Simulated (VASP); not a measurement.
# AlN (P6_3mc) in VASP: further runs

The runs below take AlN through single point, relaxation of cell and atoms, with HSE06, r2SCAN.

Program: VASP 6.6.1. These are calculated values, not measurements. Logs are shortened: lines on timing, memory, paths and dates and some standing lists are left out, and cuts for length are marked.

## (1) The cell of the first run

Symmetry: P6_3mc, No. 186, hexagonal system. Conventional cell: a = 3.097 Å, b = 3.097 Å, c = 10.034 Å, α = 90.00°, β = 90.00°, γ = 120.00°. Within 2.5 Å of Al (site symmetry 3m) lie 4 N at 1.89 to 1.90 Å. Within 2.5 Å of Al (site symmetry 3m) lie 4 N at 1.89 Å. N (site symmetry 3m) has 4 Al at 1.89 to 1.90 Å within 2.5 Å. Within 2.5 Å of N (site symmetry 3m) lie 4 Al at 1.89 Å.

## (2) Single point, HSE06

The input, POSCAR:

```
AlN
1.0
    3.0971640999      0.0000000000      0.0000000000
   -1.5485820500      2.6822227902      0.0000000000
    0.0000000000      0.0000000000     10.0339471204
Al N
4 4
Direct
    0.0000000000      0.0000000000     -0.0012653835
    0.3333333333      0.6666666667      0.2498392703
    0.0000000000      0.0000000000      0.4987346165
    0.6666666667      0.3333333333      0.7498392703
    0.0000000000      0.0000000000      0.1882105659
    0.3333333333      0.6666666667      0.4382155474
    0.0000000000      0.0000000000      0.6882105659
    0.6666666667      0.3333333333      0.9382155474
```

The input, INCAR.step1:

```
PREC     = Accurate       # precision mode
ENCUT    = 520            # plane-wave cutoff, eV
EDIFF    = 1E-5           # SCF threshold, eV
ISMEAR   = 0              # smearing method
SIGMA    = 0.01           # smearing width, eV
LREAL    = False          # projectors in reciprocal space
LASPH    = True           # aspherical terms in the spheres
NELM     = 120            # most SCF steps
ALGO     = Normal         # electronic algorithm
ISIF     = 2              # what is computed and relaxed
LWAVE    = True           # write WAVECAR
LCHARG   = False          # write CHGCAR
GGA      = PE             # functional
NBANDS   = 26             # bands
GGA_COMPAT= False
```

The input, INCAR.step2:

```
PREC     = Accurate       # precision mode
ENCUT    = 520            # plane-wave cutoff, eV
EDIFF    = 1E-6           # SCF threshold, eV
ISMEAR   = 0              # smearing method
SIGMA    = 0.01           # smearing width, eV
LREAL    = False          # projectors in reciprocal space
LASPH    = True           # aspherical terms in the spheres
NELM     = 120            # most SCF steps
ALGO     = Normal         # electronic algorithm
ISIF     = 2              # what is computed and relaxed
LWAVE    = False          # write WAVECAR
LCHARG   = False          # write CHGCAR
GGA      = PE             # functional
LHFCALC  = True           # exact exchange
HFSCREEN = 0.2079         # screening, 1/A
PRECFOCK = Normal       
ISTART   = 1            
NBANDS   = 26             # bands
GGA_COMPAT= False
```

The input, KPOINTS:

```
Automatic mesh
0
Gamma
  6 6 2
```

Potentials or basis: VASP PAW PBE potentials, release 64 (Al, N).

On the command line:

```sh
cat potpaw_PBE.64/Al/POTCAR potpaw_PBE.64/N/POTCAR > POTCAR
cp INCAR.step1 INCAR
mpirun -np 1 vasp_std > vasp.out
cp INCAR.step2 INCAR
mpirun -np 1 vasp_std > vasp.out
```

OUTCAR:

```text
PREC = Accurate
   ENCUT = 520
   EDIFF = 1E-6
   ISMEAR = 0
   LREAL = False
   LASPH = True
   NELM = 120
   ISIF = 2
   GGA = PE
   LHFCALC = True
   HFSCREEN = 0.2079
   PRECFOCK = Normal
   ISTART = 1

 ion  position               nearest neighbor table
   1  0.000  0.000  0.999-   8 1.89   8 1.89   8 1.89   5 1.90   4 3.07   4 3.07   4 3.07   2 3.09
                             2 3.09   2 3.09
   2  0.333  0.667  0.250-   6 1.89   5 1.89   5 1.89   5 1.89   3 3.07   3 3.07   3 3.07   1 3.09
                             1 3.09   1 3.09
   3  0.000  0.000  0.499-   6 1.89   6 1.89   6 1.89   7 1.90   2 3.07   2 3.07   2 3.07   4 3.09
                             4 3.09   4 3.09
   4  0.667  0.333  0.750-   8 1.89   7 1.89   7 1.89   7 1.89   1 3.07   1 3.07   1 3.07   3 3.09
                             3 3.09   3 3.09
   5  0.000  0.000  0.188-   2 1.89   2 1.89   2 1.89   1 1.90
   6  0.333  0.667  0.438-   3 1.89   3 1.89   3 1.89   2 1.89
   7  0.000  0.000  0.688-   4 1.89   4 1.89   4 1.89   3 1.90
   8  0.667  0.333  0.938-   1 1.89   1 1.89   1 1.89   4 1.89

  LATTYP: Found a hexagonal cell.
 ALAT       =     3.0971640999
 C/A-ratio  =     3.2397208533

  Lattice vectors:

 A1 = (   3.0971640999,   0.0000000000,   0.0000000000)
 A2 = (  -1.5485820500,   2.6822227902,   0.0000000000)
 A3 = (   0.0000000000,   0.0000000000,  10.0339471204)

Analysis of symmetry for initial positions (statically):
=====================================================================
 Subroutine PRICEL returns:
 Original cell was already a primitive cell.

 Routine SETGRP: Setting up the symmetry group for a
 hexagonal supercell.

 Subroutine GETGRP returns: Found 12 space group operations
 (whereof  6 operations were pure point group operations)
 out of a pool of 24 trial point group operations.

The static configuration has the point symmetry C_3v.
 The point group associated with its full space group is C_6v.

Analysis of symmetry for dynamics (positions and initial velocities):
=====================================================================
 Subroutine PRICEL returns:
 Original cell was already a primitive cell.

 Routine SETGRP: Setting up the symmetry group for a
 hexagonal supercell.

 Subroutine GETGRP returns: Found 12 space group operations
 (whereof  6 operations were pure point group operations)
 out of a pool of 24 trial point group operations.

The dynamic configuration has the point symmetry C_3v.
 The point group associated with its full space group is C_6v.

 Subroutine INISYM returns: Found 12 space group operations
 (whereof  6 operations are pure point group operations),
 and found     1 'primitive' translations

----------------------------------------------------------------------------------------

                                     Primitive cell

  volume of cell :      83.3548

  direct lattice vectors                    reciprocal lattice vectors
     3.097164100  0.000000000  0.000000000     0.322876014  0.186412554  0.000000000
    -1.548582050  2.682222790  0.000000000     0.000000000  0.372825107  0.000000000
     0.000000000  0.000000000 10.033947120     0.000000000  0.000000000  0.099661677

  length of vectors
     3.097164100  3.097164100 10.033947120     0.372825107  0.372825107  0.099661677

  position of ions in fractional coordinates (direct lattice)
     0.000000000  0.000000000  0.998734617
     0.333333333  0.666666667  0.249839270
     0.000000000  0.000000000  0.498734617
     0.666666667  0.333333333  0.749839270
     0.000000000  0.000000000  0.188210566
     0.333333333  0.666666667  0.438215547
     0.000000000  0.000000000  0.688210566
     0.666666667  0.333333333  0.938215547

  ion indices of the primitive-cell ions
   primitive index   ion index
                 1           1
                 2           2
                 3           3
                 4           4
                 5           5
                 6           6
                 7           7
                 8           8

----------------------------------------------------------------------------------------

 KPOINTS: Automatic mesh

Automatic generation of k-mesh.
 Grid dimensions read from file:
 generate k-points for:    6    6    2

 Generating k-lattice:

  Cartesian coordinates                     Fractional coordinates (reciprocal lattice)
     0.053812669  0.031068759  0.000000000     0.166666667  0.000000000  0.000000000
     0.000000000  0.062137518  0.000000000     0.000000000  0.166666667  0.000000000
     0.000000000  0.000000000  0.049830839     0.000000000  0.000000000  0.500000000

  Length of vectors
     0.062137518  0.062137518  0.049830839

  Shift w.r.t. Gamma in fractional coordinates (k-lattice)
     0.000000000  0.000000000  0.000000000

 Subroutine IBZKPT returns following result:
 ===========================================

 Found     14 irreducible k-points:

 Following reciprocal coordinates:
[... 46 lines left out ...]
   EMIN   =  10.00;   EMAX   =-10.00  energy-range for DOS
   EFERMI =   0.00;   METHOD = LEGACY
   ISMEAR =     0;   SIGMA  =   0.01  broadening in eV -4-tet -1-fermi 0-gaus
   EFERMI_NEDOS =   21; number of points for ismear=-14 and -15
   IALGO  =     38    algorithm
   IMIX   =      1    mixing-type and parameters
     AMIX     =   0.40;   BMIX     =  1.00
     AMIX_MAG =   1.60;   BMIX_MAG =  1.00
  volume/ion in A,a.u.               =      10.42        70.31
  Fermi-wavevector in a.u.,A,eV,Ry     =   1.189820  2.248433 19.261376  1.415671
  Thomas-Fermi vector in A             =   2.325919
   LORBIT       =      0    0 simple, 1 ext, 2 COOP (PROOUT), +10 PAW based schemes
   GGA     = PE    functional components
   LHFCALC =     T    Hartree Fock is set to
   PRECFOCK=normal    Normal, Fast or Accurate (Low or Medium for compatibility)
   ENCUT4O =  -1.0   cutoff for four orbital integrals eV
   NKREDX  =     1    reduce k-point grid by
   NKREDY  =     1    reduce k-point grid by
   NKREDZ  =     1    reduce k-point grid by
   AEXX    =    0.2500 exact exchange contribution
   HFSCREEN=    0.2079 screening length (either q_TF or 0.3 A-1)
   HFSCREENC=   0.2079 screening length for correlation (either q_TF or 0.3 A-1)
   ENCUTFOCK=  -1.0 apply spherical cutoff to Coloumb kernel
   IVDW    =     0    specifies the selected vdW correction
   LEPSILON=     F    determine dielectric tensor
   LRPA    =     F    only Hartree local field effects (RPA)
 non-spin polarized calculation
 Gauss-broadening in eV      SIGMA  =   0.01
  energy-cutoff  :      520.00
  volume of cell :       83.35
 maximum number of plane-waves:      2254
 NGX is ok and might be reduce to    24
  NGX = 18; NGY = 18; NGZ = 60

 number of electron      31.9999996 magnetization

 Free energy of the ion-electron system (eV)
  ---------------------------------------------------
  ext. energy  EPLUGINS =         0.00000000
  ---------------------------------------------------
  free energy    TOTEN  =       -69.68037459 eV

  energy without entropy =      -69.68037459  energy(sigma->0) =      -69.68037459

 E-fermi :   5.2606     XC(G=0):  -9.0085

 val. band max:        5.1406496226   @ k =   0.0000   0.0000   0.0000
 cond. band min:      10.4485595644   @ k =   0.5000   0.0000   0.0000
 fundamental gap:      5.3079099418
 Fermi energy:         5.2606141449

 k-point     1 :       0.0000    0.0000    0.0000
  band No.  band energies     occupation
      1     -11.4414      2.00000
      2     -10.5321      2.00000
      3     -10.4942      2.00000
      4      -9.2110      2.00000
      5      -1.2836      2.00000
      6       1.5602      2.00000
[... 18 lines left out ...]
     25      17.8401      0.00000
     26      18.4875      0.00000

 k-point     2 :       0.1667    0.0000    0.0000
  band No.  band energies     occupation
      1     -11.0643      2.00000
      2     -10.2080      2.00000
      3     -10.1698      2.00000
      4      -9.0011      2.00000
      5      -0.8200      2.00000
      6       1.3827      2.00000
[... 18 lines left out ...]
     25      17.9041      0.00000
[... 318 lines left out ...]
     25      18.2533      0.00000
     26      18.2533      0.00000

 k-point    14 :       0.3333    0.3333    0.5000
  band No.  band energies     occupation
      1      -8.7459      2.00000
      2      -8.7459      2.00000
      3      -8.7216      2.00000
      4      -8.7216      2.00000
      5       0.0190      2.00000
      6       0.0190      2.00000
[... 18 lines left out ...]
     25      19.0140      0.00000
     26      19.0146      0.00000

------------------------ aborting loop because EDIFF is reached ----------------------------------------

  FORCE on cell =-STRESS in cart. coord.  units (eV):
  Direction    XX          YY          ZZ          XY          YZ          ZX
  --------------------------------------------------------------------------------------
  -------------------------------------------------------------------------------------
  Total       -0.4021992     -0.4021992     -0.4504451      0.0000000      0.0000000     -0.0000000
  in kB       -7.7307373     -7.7307373     -8.6580803      0.0000000      0.0000000     -0.0000000
  external PRESSURE =      -8.0398516 kB  Pullay stress =       0.0000000 kB

 VOLUME and BASIS-vectors are now :
 -----------------------------------------------------------------------------
  energy-cutoff  :      520.00
  volume of cell :       83.35
      direct lattice vectors                 reciprocal lattice vectors
     3.097164100  0.000000000  0.000000000     0.322876014  0.186412554  0.000000000
    -1.548582050  2.682222790  0.000000000     0.000000000  0.372825107  0.000000000
     0.000000000  0.000000000 10.033947120     0.000000000  0.000000000  0.099661677

 POSITION                                       TOTAL-FORCE (eV/Angst)
 -----------------------------------------------------------------------------------
      0.00000      0.00000     10.02125        -0.000000     -0.000000     -0.006965
     -0.00000      1.78815      2.50687         0.000000     -0.000000     -0.002025
      0.00000      0.00000      5.00428         0.000000     -0.000000     -0.006965
      1.54858      0.89407      7.52385        -0.000000     -0.000000     -0.002025
      0.00000      0.00000      1.88849        -0.000000     -0.000000      0.004854
     -0.00000      1.78815      4.39703         0.000000     -0.000000      0.004136
      0.00000      0.00000      6.90547         0.000000      0.000000      0.004854
      1.54858      0.89407      9.41401         0.000000      0.000000      0.004136
 -----------------------------------------------------------------------------------
    total drift:                               -0.000000      0.000001     -0.000348

  FREE ENERGIE OF THE ION-ELECTRON SYSTEM (eV)
  ---------------------------------------------------
  free  energy   TOTEN  =       -69.6803745906 eV

  energy  without entropy=      -69.6803745906  energy(sigma->0) =      -69.68037459
```

Run time: 34 min. Hardware: 1 thread of Intel Xeon 6975P-C (Granite Rapids), shared host; peak memory 0.34 GiB.

Results:

```
Free energy            : -69.6804 eV
Pressure               : -0.8 GPa
Largest force          : 0.007 eV/Å
Band gap on the k mesh : 5.31 eV (least direct gap 5.56 eV)
```

Forces on the atoms (eV/Å):
```
Al   0.000  0.000 -0.007
Al   0.000  0.000 -0.002
Al   0.000  0.000 -0.007
Al   0.000  0.000 -0.002
N    0.000  0.000  0.005
N    0.000  0.000  0.004
N    0.000  0.000  0.005
N    0.000  0.000  0.004
```

Stress tensor (GPa, compression positive):
```
-0.77  0.00  0.00
 0.00 -0.77  0.00
 0.00  0.00 -0.87
```

Caveat: the PAW data sets were made with another functional, which shifts forces and pressure a little. A k mesh can miss the band edges.

## (3) Relaxation of cell and atoms, r2SCAN

This run uses another cell than the first one, of 10.66 Å³/atom.

The input, POSCAR:

```
AlN
1.0
    3.1206867652      0.0000000000      0.0000000000
   -1.5603433826      2.7025940159      0.0000000000
    0.0000000000      0.0000000000     10.1114287794
Al N
4 4
Direct
    0.0000000000      0.0000000000     -0.0012519072
    0.3333333333      0.6666666667      0.2498316789
    0.0000000000      0.0000000000      0.4987480928
    0.6666666667      0.3333333333      0.7498316789
    0.0000000000      0.0000000000      0.1882172311
    0.3333333333      0.6666666667      0.4382029972
    0.0000000000      0.0000000000      0.6882172311
    0.6666666667      0.3333333333      0.9382029972
```

The input, INCAR.step1:

```
PREC     = Accurate       # precision mode
ENCUT    = 660            # plane-wave cutoff, eV
ISMEAR   = -1             # smearing method
SIGMA    = 0.02           # smearing width, eV
LREAL    = F              # projectors in reciprocal space
LASPH    = T              # aspherical terms in the spheres
NELM     = 120            # most SCF steps
GGA      = PE             # functional
ALGO     = Normal         # electronic algorithm
EDIFF    = 1E-5           # SCF threshold, eV
LWAVE    = T              # write WAVECAR
LCHARG   = F              # write CHGCAR
GGA_COMPAT= F            
IBRION   = 2              # ionic algorithm
ISIF     = 3              # what is computed and relaxed
EDIFFG   = -0.005         # ionic threshold
NELMIN   = 4            
NSW      = 100            # ionic steps
```

The input, INCAR.step2:

```
PREC     = Accurate       # precision mode
ENCUT    = 660            # plane-wave cutoff, eV
EDIFF    = 1E-7           # SCF threshold, eV
ISMEAR   = -1             # smearing method
SIGMA    = 0.02           # smearing width, eV
LREAL    = F              # projectors in reciprocal space
LASPH    = T              # aspherical terms in the spheres
NELM     = 120            # most SCF steps
ALGO     = Normal         # electronic algorithm
ISIF     = 3              # what is computed and relaxed
LWAVE    = F              # write WAVECAR
LCHARG   = F              # write CHGCAR
METAGGA  = R2SCAN         # meta-GGA
LMIXTAU  = T            
IBRION   = 2              # ionic algorithm
NSW      = 80             # ionic steps
EDIFFG   = -0.005         # ionic threshold
ISTART   = 1            
GGA_COMPAT= F            
NELMIN   = 4
```

The input, KPOINTS:

```
Automatic mesh
0
Gamma
  12 12 2
```

Potentials or basis: VASP PAW PBE potentials, release 64 (Al, N).

On the command line:

```sh
cat potpaw_PBE.64/Al/POTCAR potpaw_PBE.64/N/POTCAR > POTCAR
cp INCAR.step1 INCAR
mpirun -np 1 vasp_std > vasp.out
cp INCAR.step2 INCAR
mpirun -np 1 vasp_std > vasp.out
```

It took 16 min on 1 thread of AMD EPYC 9R45 (Zen 5), shared host; peak memory 0.29 GiB.

It converged, with:

```
Free energy                           : -76.8078 eV
Relaxed volume                        : 10.40 Å³/atom
Relaxed cell                          : a = 3.095 Å, b = 3.095 Å, c = 10.028 Å, α = 90.00°, β = 90.00°, γ = 120.00°
Space group after relaxing (to 0.1 Å) : P6_3mc (No. 186)
Energy gained by relaxing             : 4.0 meV/atom
Ionic steps                           : 5
Pressure after relaxing               : 0.0 GPa
Largest force after relaxing          : 0.004 eV/Å
Band gap on the k mesh                : 4.67 eV (least direct gap 4.92 eV)
```

Forces in eV/Å, atoms in the order of the input:
```
Al   0.000  0.000 -0.003
Al   0.000  0.000 -0.003
Al   0.000  0.000 -0.003
Al   0.000  0.000 -0.003
N    0.000  0.000  0.004
N    0.000  0.000  0.002
N    0.000  0.000  0.004
N    0.000  0.000  0.002
```

Step by step:
| step | energy change (eV) | largest force (eV/Å) | pressure (GPa) | volume (Å³) |
| --- | --- | --- | --- | --- |
| 1 | 0.0000 | 0.0102 | -4.96 | 85.28 |
| 2 | -0.0001 | 0.0156 | 5.28 | 81.27 |
| 3 | -0.0322 | 0.0051 | -0.08 | 83.25 |
| 4 | -0.0322 | 0.0053 | 0.02 | 83.21 |
| 5 | -0.0322 | 0.0041 | 0.02 | 83.21 |

Final structure:
```
Al N
1.0
     3.09536    0.00000    0.00000
    -1.54768    2.68066    0.00000
     0.00000    0.00000   10.02794
Al N
4 4
Cartesian
  0.0000 0.0000 10.0153
  0.0000 1.7871 2.5056
  0.0000 0.0000 5.0013
  1.5477 0.8936 7.5195
  0.0000 0.0000 1.8871
  0.0000 1.7871 4.3944
  0.0000 0.0000 6.9011
  1.5477 0.8936 9.4084
```

Levels at points of the mesh, in eV from the valence-band top:
| k point | band 13 | band 14 | band 15 | band 16 | band 17 | band 18 | band 19 | band 20 |
| --- | --- | --- | --- | --- | --- | --- | --- | --- |
| (0.00, 0.00, 0.00) | -0.36 | -0.10 | -0.10 | 0.00 | 4.92 | 7.12 | 7.40 | 7.91 |
| (0.50, 0.00, 0.00) | -1.33 | -1.29 | -0.77 | -0.58 | 4.67 | 5.36 | 7.79 | 8.05 |
| (0.00, 0.00, 0.50) | -0.18 | -0.18 | -0.18 | -0.18 | 5.87 | 5.87 | 7.87 | 7.87 |
| (0.50, 0.00, 0.50) | -1.34 | -1.34 | -0.82 | -0.82 | 5.24 | 5.24 | 7.42 | 7.42 |

Caveat: the PAW data sets were made with another functional, which shifts forces and pressure a little. A k mesh can miss the band edges.
